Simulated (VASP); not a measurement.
Crystal: EuS.

```
Eu S
1.0
     0.00000    2.97850    2.97850
     2.97850    0.00000    2.97850
     2.97850    2.97850    0.00000
Eu S
1 1
Cartesian
  0.0000 0.0000 0.0000
  2.9785 2.9785 2.9785
```

Base run:

* Program: VASP 6.6.1
* Functional: PBE
* Potentials or basis: VASP PAW PBE potentials, release 64 (Eu, S)
* Cutoff: 600 eV
* k mesh: 8 × 8 × 8
* Occupations: fermi-dirac, width 0.1 eV
* Spin: collinear spin, ferromagnetic start
* Starting moments: [4.9, 0.0] μB
* Hubbard terms: Eu f U = 7.0 eV

Its results: band gap on the k mesh 0.69 eV (least direct gap 1.01 eV); pressure 1.4 GPa; net moment 7.00 μB per cell; site moments Eu +6.73; S -0.06 μB.

Task: The run is repeated on the same cell with these changes: hubbard terms from Eu f U = 7.0 eV to Eu f U = 3.0 eV. What comes out?

Result: Band gap on the k mesh zero (filled and empty bands overlap); pressure -0.6 GPa; net moment 7.00 μB per cell; site moments Eu +6.67; S -0.07 μB.

Caveats: spin-orbit coupling is left out, which moves the levels of the heavy elements; a cell with one magnetic atom can't hold antiferromagnetic order, which such compounds often take.

A k mesh can miss the band edges.
